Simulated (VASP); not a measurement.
# CsPbBr3 (Pm-3m) in VASP: single point with PBE

Aim: the single point of CsPbBr3 with PBE.

All numbers are computed with VASP 6.6.1; they aren't measurements. Logs are shortened: lines on timing, memory, paths and dates and some standing lists are left out, and cuts for length are marked.

**1. The cell of the first run**

It takes space group Pm-3m (No. 221, cubic). The conventional cell has a = 5.870 Å, b = 5.870 Å, c = 5.870 Å, α = 90.00°, β = 90.00°, γ = 90.00°. Cs (site symmetry m-3m) has 12 Br at 4.15 Å and 8 Pb at 5.08 Å within 5.4 Å. Pb (site symmetry m-3m) has 6 Br at 2.94 Å within 3.9 Å. Within 3.9 Å of Br (site symmetry 4/mmm) lie 2 Pb at 2.94 Å.

**2. Single point, PBE**

Input file INCAR:

```
PREC = Accurate
ENCUT = 520
EDIFF = 1E-7
ISMEAR = 0
SIGMA = 0.05
LREAL = False
LASPH = True
NELM = 60
ALGO = Normal
ISIF = 2
LWAVE = False
LCHARG = False
GGA = PE
NBANDS = 30
```

Input file KPOINTS:

```
Automatic mesh
0
Gamma
  6 6 6
```

Input file POSCAR:

```
CsPbBr3
1.0
    5.8700000000      0.0000000000      0.0000000000
    0.0000000000      5.8700000000      0.0000000000
    0.0000000000      0.0000000000      5.8700000000
Cs Pb Br
1 1 3
Direct
    0.0000000000      0.0000000000      0.0000000000
    0.5000000000      0.5000000000      0.5000000000
    0.0000000000      0.5000000000      0.5000000000
    0.5000000000      0.0000000000      0.5000000000
    0.5000000000      0.5000000000      0.0000000000
```

Potentials or basis: VASP PAW PBE potentials, release 64 (Cs_sv, Pb_d, Br).

On the command line:

```bash
> cat potpaw_PBE.64/Cs_sv/POTCAR potpaw_PBE.64/Pb_d/POTCAR potpaw_PBE.64/Br/POTCAR > POTCAR
> mpirun -np 1 vasp_std > vasp.out
```

OUTCAR:

```text
PREC = Accurate
   ENCUT = 520
   EDIFF = 1E-7
   ISMEAR = 0
   LREAL = False
   LASPH = True
   NELM = 60
   ISIF = 2
   GGA = PE

 ion  position               nearest neighbor table
   1  0.000  0.000  0.000-
   2  0.500  0.500  0.500-   3 2.94   4 2.94   5 2.94   5 2.94   4 2.94   3 2.94
   3  0.000  0.500  0.500-   2 2.94   2 2.94
   4  0.500  0.000  0.500-   2 2.94   2 2.94
   5  0.500  0.500  0.000-   2 2.94   2 2.94

  LATTYP: Found a simple cubic cell.
 ALAT       =     5.8700000000

  Lattice vectors:

 A1 = (   5.8700000000,   0.0000000000,   0.0000000000)
 A2 = (   0.0000000000,   5.8700000000,   0.0000000000)
 A3 = (   0.0000000000,   0.0000000000,   5.8700000000)

Analysis of symmetry for initial positions (statically):
=====================================================================
 Subroutine PRICEL returns:
 Original cell was already a primitive cell.

 Routine SETGRP: Setting up the symmetry group for a
 simple cubic supercell.

 Subroutine GETGRP returns: Found 48 space group operations
 (whereof 48 operations were pure point group operations)
 out of a pool of 48 trial point group operations.

The static configuration has the point symmetry O_h .

Analysis of symmetry for dynamics (positions and initial velocities):
=====================================================================
 Subroutine PRICEL returns:
 Original cell was already a primitive cell.

 Routine SETGRP: Setting up the symmetry group for a
 simple cubic supercell.

 Subroutine GETGRP returns: Found 48 space group operations
 (whereof 48 operations were pure point group operations)
 out of a pool of 48 trial point group operations.

The dynamic configuration has the point symmetry O_h .

 Subroutine INISYM returns: Found 48 space group operations
 (whereof 48 operations are pure point group operations),
 and found     1 'primitive' translations

----------------------------------------------------------------------------------------

                                     Primitive cell

  volume of cell :     202.2620

  direct lattice vectors                    reciprocal lattice vectors
     5.870000000  0.000000000  0.000000000     0.170357751  0.000000000  0.000000000
     0.000000000  5.870000000  0.000000000     0.000000000  0.170357751  0.000000000
     0.000000000  0.000000000  5.870000000     0.000000000  0.000000000  0.170357751

  length of vectors
     5.870000000  5.870000000  5.870000000     0.170357751  0.170357751  0.170357751

  position of ions in fractional coordinates (direct lattice)
     0.000000000  0.000000000  0.000000000
     0.500000000  0.500000000  0.500000000
     0.000000000  0.500000000  0.500000000
     0.500000000  0.000000000  0.500000000
     0.500000000  0.500000000  0.000000000

  ion indices of the primitive-cell ions
   primitive index   ion index
                 1           1
                 2           2
                 3           3
                 4           4
                 5           5

----------------------------------------------------------------------------------------

 KPOINTS: Automatic mesh

Automatic generation of k-mesh.
 Grid dimensions read from file:
 generate k-points for:    6    6    6

 Generating k-lattice:

  Cartesian coordinates                     Fractional coordinates (reciprocal lattice)
     0.028392959  0.000000000  0.000000000     0.166666667  0.000000000  0.000000000
     0.000000000  0.028392959  0.000000000     0.000000000  0.166666667  0.000000000
     0.000000000  0.000000000  0.028392959     0.000000000  0.000000000  0.166666667

  Length of vectors
     0.028392959  0.028392959  0.028392959

  Shift w.r.t. Gamma in fractional coordinates (k-lattice)
     0.000000000  0.000000000  0.000000000

 Subroutine IBZKPT returns following result:
 ===========================================

 Found     20 irreducible k-points:

 Following reciprocal coordinates:
            Coordinates               Weight
  0.000000  0.000000  0.000000      1.000000
  0.166667  0.000000  0.000000      6.000000
  0.333333  0.000000  0.000000      6.000000
  0.500000  0.000000  0.000000      3.000000
  0.166667  0.166667  0.000000     12.000000
  0.333333  0.166667  0.000000     24.000000
[... 12 lines left out ...]
  0.500000  0.500000  0.333333      6.000000
  0.500000  0.500000  0.500000      1.000000
   k-points           NKPTS =     20   k-points in BZ     NKDIM =     20   number of bands    NBANDS=     30
   number of dos      NEDOS =    301   number of ions     NIONS =      5
   total plane-waves  NPLWV = 110592
   dimension x,y,z NGX =    48 NGY =   48 NGZ =   48
   dimension x,y,z NGXF=    96 NGYF=   96 NGZF=   96
   ions per type =               1   1   3
   NGX,Y,Z   is equivalent  to a cutoff of  13.59, 13.59, 13.59 a.u.
   NGXF,Y,Z  is equivalent  to a cutoff of  27.19, 27.19, 27.19 a.u.
 SYSTEM =  unknown system
   PREC   = accura    normal or accurate (medium, high low for compatibility)
   ISTART =      0    job   : 0-new  1-cont  2-samecut
   ICHARG =      2    charge: 1-file 2-atom 10-const
   ISPIN  =      1    spin polarized calculation?
   LNONCOLLINEAR =      F non collinear calculations
   LSORBIT =      F    spin-orbit coupling
   LASPH  =      T    aspherical Exc in radial PAW
   ENCUT  =  520.0 eV  38.22 Ry    6.18 a.u.  10.91 10.91 10.91*2*pi/ulx,y,z
   NELM   =     60;   NELMIN=  2; NELMDL= -5     # of ELM steps
   EDIFF  = 0.1E-06   stopping-criterion for ELM
   LREAL  =      F    real-space projection
   EDIFFG = 0.1E-05   stopping-criterion for IOM
   NSW    =      0    number of steps for IOM
   IBRION =     -1    ionic relax: 0-MD 1-quasi-New 2-CG
   NFREE  =      0    steps in history (QN), initial steepest desc. (CG)
   ISIF   =      2    stress and relaxation
   ISYM   =      2    0-nonsym 1-usesym 2-fastsym
   POTIM  = 0.5000    time-step for ionic-motion
   TEBEG  =    0.0;   TEEND  =   0.0 temperature during run
   PSTRESS=    0.0 pullay stress
   NELECT =      44.0000    total number of electrons
   NUPDOWN=      -1.0000    fix difference up-down
   EMIN   =  10.00;   EMAX   =-10.00  energy-range for DOS
   EFERMI =   0.00;   METHOD = LEGACY
   ISMEAR =     0;   SIGMA  =   0.05  broadening in eV -4-tet -1-fermi 0-gaus
   EFERMI_NEDOS =   21; number of points for ismear=-14 and -15
   IALGO  =     38    algorithm
   IMIX   =      4    mixing-type and parameters
     AMIX     =   0.40;   BMIX     =  1.00
     AMIX_MAG =   1.60;   BMIX_MAG =  1.00
  volume/ion in A,a.u.               =      40.45       272.99
  Fermi-wavevector in a.u.,A,eV,Ry     =   0.984587  1.860600 13.189657  0.969412
  Thomas-Fermi vector in A             =   2.115831
   LORBIT       =      0    0 simple, 1 ext, 2 COOP (PROOUT), +10 PAW based schemes
   GGA     = PE    functional components
   LHFCALC =     F    Hartree Fock is set to
   AEXX    =    0.0000 exact exchange contribution
   IVDW    =     0    specifies the selected vdW correction
   LEPSILON=     F    determine dielectric tensor
   LRPA    =     F    only Hartree local field effects (RPA)
 non-spin polarized calculation
 Gauss-broadening in eV      SIGMA  =   0.05
  energy-cutoff  :      520.00
  volume of cell :      202.26
 maximum number of plane-waves:      5520
 NGX is ok and might be reduce to    48
   NGX = 21   NGY = 21   NGZ = 21

 number of electron      44.0000000 magnetization

 Free energy of the ion-electron system (eV)
  ---------------------------------------------------
  ext. energy  EPLUGINS =         0.00000000
  ---------------------------------------------------
  free energy    TOTEN  =       -15.83607073 eV

  energy without entropy =      -15.83607073  energy(sigma->0) =      -15.83607073

 E-fermi :   1.6173     XC(G=0):  -7.6402

 val. band max:        1.3252504580   @ k =   0.5000   0.5000   0.5000
 cond. band min:       2.8589637248   @ k =   0.5000   0.5000   0.5000
 fundamental gap:      1.5337132668
 Fermi energy:         1.6173129517

 k-point     1 :       0.0000    0.0000    0.0000
  band No.  band energies     occupation
      1     -20.1760      2.00000
      2     -15.5623      2.00000
      3     -15.5623      2.00000
      4     -15.3989      2.00000
      5     -15.3989      2.00000
      6     -15.3989      2.00000
[... 22 lines left out ...]
     29       7.3370      0.00000
     30       7.3370      0.00000

 k-point     2 :       0.1667    0.0000    0.0000
  band No.  band energies     occupation
      1     -20.1757      2.00000
      2     -15.5622      2.00000
      3     -15.5464      2.00000
      4     -15.3991      2.00000
      5     -15.3991      2.00000
      6     -15.3989      2.00000
[... 22 lines left out ...]
     29       6.4577      0.00000
     30       7.2796      0.00000

 k-point     3 :       0.3333    0.0000    0.0000
  band No.  band energies     occupation
      1     -20.1752      2.00000
      2     -15.5622      2.00000
      3     -15.5141      2.00000
      4     -15.3996      2.00000
      5     -15.3996      2.00000
      6     -15.3989      2.00000
[... 22 lines left out ...]
     29       6.5786      0.00000
     30       7.4185      0.00000

 k-point     4 :       0.5000    0.0000    0.0000
  band No.  band energies     occupation
      1     -20.1749      2.00000
      2     -15.5621      2.00000
      3     -15.4977      2.00000
      4     -15.3999      2.00000
      5     -15.3999      2.00000
      6     -15.3988      2.00000
[... 484 lines left out ...]
     29       6.7694      0.00000
     30       7.2952      0.00000

 k-point    19 :       0.5000    0.5000    0.3333
  band No.  band energies     occupation
      1     -20.1734      2.00000
      2     -15.4774      2.00000
      3     -15.4585      2.00000
      4     -15.4009      2.00000
      5     -15.4007      2.00000
      6     -15.4007      2.00000
[... 22 lines left out ...]
     29       6.6043      0.00000
     30       7.4456      0.00000

 k-point    20 :       0.5000    0.5000    0.5000
  band No.  band energies     occupation
      1     -20.1732      2.00000
      2     -15.4586      2.00000
      3     -15.4586      2.00000
      4     -15.4009      2.00000
      5     -15.4009      2.00000
      6     -15.4009      2.00000
[... 22 lines left out ...]
     29       6.4845      0.00000
     30       7.6803      0.00000

------------------------ aborting loop because EDIFF is reached ----------------------------------------

  FORCE on cell =-STRESS in cart. coord.  units (eV):
  Direction    XX          YY          ZZ          XY          YZ          ZX
  --------------------------------------------------------------------------------------
  -------------------------------------------------------------------------------------
  Total        1.8295538      1.8295538      1.8295538     -0.0000000     -0.0000000      0.0000000
  in kB       14.4924384     14.4924384     14.4924384     -0.0000000     -0.0000000      0.0000000
  external PRESSURE =      14.4924384 kB  Pullay stress =       0.0000000 kB

 VOLUME and BASIS-vectors are now :
 -----------------------------------------------------------------------------
  energy-cutoff  :      520.00
  volume of cell :      202.26
      direct lattice vectors                 reciprocal lattice vectors
     5.870000000  0.000000000  0.000000000     0.170357751  0.000000000  0.000000000
     0.000000000  5.870000000  0.000000000     0.000000000  0.170357751  0.000000000
     0.000000000  0.000000000  5.870000000     0.000000000  0.000000000  0.170357751

 POSITION                                       TOTAL-FORCE (eV/Angst)
 -----------------------------------------------------------------------------------
      0.00000      0.00000      0.00000         0.000000      0.000000      0.000000
      2.93500      2.93500      2.93500         0.000000      0.000000      0.000000
      0.00000      2.93500      2.93500         0.000000      0.000000      0.000000
      2.93500      0.00000      2.93500         0.000000      0.000000      0.000000
      2.93500      2.93500      0.00000         0.000000      0.000000      0.000000
 -----------------------------------------------------------------------------------
    total drift:                                0.000000     -0.000000     -0.000000

  FREE ENERGIE OF THE ION-ELECTRON SYSTEM (eV)
  ---------------------------------------------------
  free  energy   TOTEN  =       -15.8360707253 eV

  energy  without entropy=      -15.8360707253  energy(sigma->0) =      -15.83607073
```

It took 4.3 min on 1 thread of AMD EPYC 7R43 (Zen 3), shared host; peak memory 0.34 GiB.

Results:

| Item | Value |
| --- | --- |
| Free energy | -15.8361 eV |
| Pressure | 1.4 GPa |
| Band gap on the k mesh | 1.53 eV |

Caveat: spin-orbit coupling is left out, which moves the levels of the heavy elements. A k mesh can miss the band edges.
